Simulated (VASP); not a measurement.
The system is GaGe3.

```
Ge Ga
1.0
     4.36238    0.00000    0.00000
     0.00000    4.36238    0.00000
     0.00000    0.00000    4.36238
Ge Ga
3 1
Direct
  0.50000 0.50000 0.00000
  0.50000 0.00000 0.50000
  0.00000 0.50000 0.50000
  0.00000 0.00000 0.00000
```

Base run:

```yaml
Program: VASP 6.6.1
Functional: PBE
Potentials_or_basis: VASP PAW PBE potentials, release 64 (Ge_d, Ga_d)
Cutoff: 520 eV
k_mesh: 6 × 6 × 6
Occupations: fermi-dirac, width 0.05 eV
Spin: no spin polarisation
```

Its results: pressure -2.9 GPa.

Q: The run is repeated on the same cell with these changes: functional from PBE to PBEsol. What comes out?

A: Pressure -6.0 GPa.

PBEsol binds more tightly than PBE, so the same cell stands under less pressure.

Caveats: the PAW data sets were made with another functional, which shifts forces and pressure a little (some runs).
